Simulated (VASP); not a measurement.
# Na3SmP2 (P4/mmm) in VASP: further runs, part 2 of 2

VASP 6.6.1. Earlier steps stand in the parts before.

## Step 4: Relaxation of cell and atoms, PBE

The input, INCAR:

```
SYSTEM = Na3SmP2
  ALGO = Normal
  EDIFF = 1E-7
  EDIFFG = -0.04
  ENCUT = 500
  GGA = PE
  GGA_COMPAT = .FALSE.
  IBRION = 2
  ISIF = 3
  ISMEAR = 0
  LASPH = .TRUE.
  LCHARG = .FALSE.
  LMAXMIX = 6
  LREAL = .FALSE.
  LWAVE = .FALSE.
  NELM = 200
  NELMIN = 4
  NSW = 90
  PREC = Accurate
  SIGMA = 0.1
```

The input, KPOINTS:

```
k-points
0
G
  4 4 4
  0 0 0
```

The input, POSCAR:

```
Na3SmP2
1.0
    5.3658717900      0.0000000000      0.0000000000
    0.0000000000      5.3658717900      0.0000000000
    0.0000000000      0.0000000000      5.3894966900
Na Sm P
3 1 2
Direct
    0.5000000000      0.0000000000      0.5000000000
    0.0000000000      0.5000000000      0.5000000000
    0.5000000000      0.5000000000      0.0000000000
    0.5000000000      0.5000000000      0.5000000000
    0.0000000000      0.0000000000      0.0000000000
    0.0000000000      0.0000000000      0.5000000000
```

On the command line:

```bash
> cat potpaw_PBE.64/Na_pv/POTCAR potpaw_PBE.64/Sm_3/POTCAR potpaw_PBE.64/P/POTCAR > POTCAR
> mpirun -np 1 vasp_std > vasp.out
```

Wall time 2.9 min (1 thread of Intel Xeon 6975P-C (Granite Rapids), shared host); peak memory 0.29 GiB.

It converged, with:

```
Free energy                           : -12.8551 eV
Relaxed volume                        : 32.85 Å³/atom
Relaxed cell                          : a = 5.754 Å, b = 5.754 Å, c = 5.952 Å, α = 90.00°, β = 90.00°, γ = 90.00°
Space group after relaxing (to 0.1 Å) : P4/mmm (No. 123)
Energy gained by relaxing             : 93.0 meV/atom
Ionic steps                           : 7
Pressure after relaxing               : -0.1 GPa
Band gap on the k mesh                : zero (bands 21 and 22 overlap by 0.56 eV)
```

Stress tensor (GPa, compression positive):
```
-0.16  0.00  0.00
 0.00 -0.16  0.00
 0.00  0.00  0.06
```

The path:
```
step  energy change (eV)  largest force (eV/Å)  pressure (GPa)  volume (Å³)
   1              0.0000                0.0000            4.95       155.18
   2             -0.4157                0.0000            2.15       173.82
   3             -0.4780                0.0000           -1.18       216.28
   4             -0.5562                0.0000           -0.19       198.66
   5             -0.5574                0.0000           -0.02       196.32
   6             -0.5572                0.0000           -0.09       197.21
   7             -0.5583                0.0000           -0.09       197.08
```

Final structure:
```
Na Sm P
1.0
     5.75434    0.00000    0.00000
     0.00000    5.75434    0.00000
     0.00000    0.00000    5.95187
Na Sm P
3 1 2
Direct
  0.50000 0.00000 0.50000
  0.00000 0.50000 0.50000
  0.50000 0.50000 0.00000
  0.50000 0.50000 0.50000
  0.00000 0.00000 0.00000
  0.00000 0.00000 0.50000
```

Levels at points of the mesh, in eV from the Fermi level:
```tsv
k point	band 18	band 19	band 20	band 21	band 22	band 23	band 24	band 25
(0.00, 0.00, 0.00)	-1.93	-1.93	-0.46	-0.09	0.21	0.23	0.23	0.40
(0.50, 0.00, 0.00)	-2.18	-0.94	0.13	0.17	0.34	0.41	0.84	1.40
(0.50, 0.50, 0.00)	-2.54	-1.43	-0.06	-0.06	0.14	0.14	0.22	0.48
(0.00, 0.00, 0.50)	-1.27	-0.79	-0.79	-0.43	-0.37	-0.06	0.25	0.42
(0.50, 0.00, 0.50)	-1.43	-0.54	-0.50	0.19	0.24	0.38	0.39	1.79
(0.50, 0.50, 0.50)	-1.37	-1.37	-0.58	-0.14	0.06	0.52	0.53	0.61
```

Caveat: the volume moved by over 15 % at a fixed basis, so the end points are rough; spin-orbit coupling is left out, which moves the levels of the heavy elements; the 4f electrons are frozen in the core, so they carry no moment and show no levels.

## Step 5: Single point, PBE

This run uses another cell than the first one, of 32.63 Å³/atom.

The input, INCAR:

```
PREC = Accurate ; ENCUT = 500
EDIFF = 1E-6 ; ISMEAR = 0
SIGMA = 0.1 ; LREAL = F
LASPH = T ; NELM = 200
ALGO = Normal ; ISIF = 2
LWAVE = F ; LCHARG = F
GGA = PE ; NBANDS = 30
GGA_COMPAT = F ; LMAXMIX = 6
```

The input, KPOINTS:

```
regular mesh
0
Gamma
  8 8 6
```

Edit POSCAR of step 4 so:

```diff
@@ -2,5 +2,5 @@
 1.0
-    5.3658717900      0.0000000000      0.0000000000
-    0.0000000000      5.3658717900      0.0000000000
-    0.0000000000      0.0000000000      5.3894966900
+    5.7488331561      0.0000000000      0.0000000000
+    0.0000000000      5.7488331561      0.0000000000
+    0.0000000000      0.0000000000      5.9234098324
 Na Sm P
```

On the command line:

```bash
> cat potpaw_PBE.64/Na_pv/POTCAR potpaw_PBE.64/Sm_3/POTCAR potpaw_PBE.64/P/POTCAR > POTCAR
> mpirun -np 1 vasp_std > vasp.out
```

It took 3 min on 1 thread of Intel Xeon 6975P-C (Granite Rapids), shared host; peak memory 0.47 GiB.

The run converged. Its results:

- Free energy: -12.9407 eV
- Pressure: 0.0 GPa
- Band gap on the k mesh: zero (bands 21 and 22 overlap by 0.57 eV)

Levels at points of the mesh, in eV from the Fermi level:
```tsv
k point	band 18	band 19	band 20	band 21	band 22	band 23	band 24	band 25
(0.00, 0.00, 0.00)	-1.93	-1.93	-0.45	-0.07	0.22	0.26	0.26	0.40
(0.50, 0.00, 0.00)	-2.19	-0.92	0.15	0.19	0.35	0.42	0.47	0.86
(0.50, 0.50, 0.00)	-2.55	-1.41	-0.03	-0.03	0.15	0.15	0.23	0.49
(0.00, 0.00, 0.50)	-1.24	-0.79	-0.79	-0.40	-0.36	-0.03	0.25	0.44
(0.50, 0.00, 0.50)	-1.42	-0.52	-0.49	0.04	0.23	0.25	0.39	0.40
(0.50, 0.50, 0.50)	-1.37	-1.37	-0.56	-0.11	0.09	0.53	0.55	0.62
```

Caveat: spin-orbit coupling is left out, which moves the levels of the heavy elements; the 4f electrons are frozen in the core, so they carry no moment and show no levels. Spin polarisation is off, so any magnetic state and its effect on volume and gap are missing.

## Step 6: Relaxation of cell and atoms, PBE

This run uses another cell than the first one, of 32.89 Å³/atom.

The input, INCAR:

```
PREC = Accurate ; ENCUT = 500
EDIFF = 1E-7 ; ISMEAR = 0
SIGMA = 0.1 ; LREAL = F
LASPH = T ; NELM = 200
ALGO = Normal ; ISIF = 3
LWAVE = F ; LCHARG = F
GGA = PE ; IBRION = 2
NSW = 100 ; EDIFFG = -0.01
GGA_COMPAT = F ; NELMIN = 4
LMAXMIX = 6
```

The input, KPOINTS:

```
Automatic mesh
0
Gamma
  8 8 6
```

Edit POSCAR of step 5 so:

```diff
@@ -2,5 +2,5 @@
 1.0
-    5.7488331561      0.0000000000      0.0000000000
-    0.0000000000      5.7488331561      0.0000000000
-    0.0000000000      0.0000000000      5.9234098324
+    5.7446009886      0.0000000000      0.0000000000
+    0.0000000000      5.7446009886      0.0000000000
+    0.0000000000      0.0000000000      5.9801348169
 Na Sm P
```

Potentials or basis: VASP PAW PBE potentials, release 64 (Na_pv, Sm_3, P), 4f in core.

On the command line:

```bash
> cat potpaw_PBE.64/Na_pv/POTCAR potpaw_PBE.64/Sm_3/POTCAR potpaw_PBE.64/P/POTCAR > POTCAR
> mpirun -np 1 vasp_std > vasp.out
```

Wall time 5.1 min (1 thread of Intel Xeon 6975P-C (Granite Rapids), shared host); peak memory 0.47 GiB.

Results (log left out):

```yaml
Free_energy: -12.9408 eV
Relaxed_volume: 32.59 Å³/atom
Relaxed_cell: a = 5.742 Å, b = 5.742 Å, c = 5.931 Å, α = 90.00°, β = 90.00°, γ = 90.00°
Space_group_after_relaxing_to_0.1_Å: P4/mmm (No. 123)
Energy_gained_by_relaxing: 0.3 meV/atom
Ionic_steps: 3
Pressure_after_relaxing: 0.0 GPa
Band_gap_on_the_k_mesh: zero (bands 21 and 22 overlap by 0.58 eV)
```

The path:
```
step  energy change (eV)  largest force (eV/Å)  pressure (GPa)  volume (Å³)
   1              0.0000                0.0000           -0.11       197.35
   2             -0.0010                0.0000           -0.06       196.68
   3             -0.0017                0.0000            0.02       195.54
```

Final structure:
```
Na Sm P
1.0
     5.74201    0.00000    0.00000
     0.00000    5.74201    0.00000
     0.00000    0.00000    5.93081
Na Sm P
3 1 2
Direct
  0.50000 0.00000 0.50000
  0.00000 0.50000 0.50000
  0.50000 0.50000 0.00000
  0.50000 0.50000 0.50000
  0.00000 0.00000 0.00000
  0.00000 0.00000 0.50000
```

Levels at points of the mesh, in eV from the Fermi level:
```tsv
k point	band 18	band 19	band 20	band 21	band 22	band 23	band 24	band 25
(0.00, 0.00, 0.00)	-1.93	-1.93	-0.45	-0.07	0.22	0.25	0.25	0.40
(0.50, 0.00, 0.00)	-2.19	-0.92	0.15	0.19	0.35	0.42	0.47	0.87
(0.50, 0.50, 0.00)	-2.55	-1.41	-0.04	-0.04	0.15	0.15	0.24	0.49
(0.00, 0.00, 0.50)	-1.24	-0.79	-0.79	-0.40	-0.36	-0.03	0.25	0.45
(0.50, 0.00, 0.50)	-1.42	-0.53	-0.49	0.03	0.23	0.25	0.39	0.40
(0.50, 0.50, 0.50)	-1.37	-1.37	-0.55	-0.12	0.09	0.53	0.55	0.62
```

Caveat: spin-orbit coupling is left out, which moves the levels of the heavy elements; the 4f electrons are frozen in the core, so they carry no moment and show no levels.

## Step 7: The runs side by side

| task | cell | k mesh | gap on the mesh (eV) | pressure (GPa) | relaxed volume (Å³/atom) |
| --- | --- | --- | --- | --- | --- |
| single point | a = 5.366, b = 5.366, c = 5.389 Å, 6 atoms | 4 × 4 × 4 | none | 5.0 | - |
| single point | a = 5.745, b = 5.745, c = 5.980 Å, 6 atoms | 4 × 4 × 4 | none | 0.0 | - |
| relaxation of cell and atoms | relaxed from a = 5.366, b = 5.366, c = 5.389 Å, 6 atoms | 4 × 4 × 4 | none | -0.1 | 32.85 |
| single point | a = 5.749, b = 5.749, c = 5.923 Å, 6 atoms | 8 × 8 × 6 | none | 0.0 | - |
| relaxation of cell and atoms | relaxed from a = 5.745, b = 5.745, c = 5.980 Å, 6 atoms | 8 × 8 × 6 | none | 0.0 | 32.59 |

Alike in all rows: level PBE; potentials or basis VASP PAW PBE potentials, release 64 (Na_pv, Sm_3, P), 4f in core; no spin polarisation; cutoff (eV) 500; smearing gaussian 0.1 eV.

Caveats: spin-orbit coupling is left out, which moves the levels of the heavy elements; the 4f electrons are frozen in the core, so they carry no moment and show no levels; the cell stands under pressure (at least some runs); the volume moved by over 15 % at a fixed basis, so the end points are rough (at least some runs).

Total energies depend on the potentials used, so only differences within one code and one set of settings carry meaning.
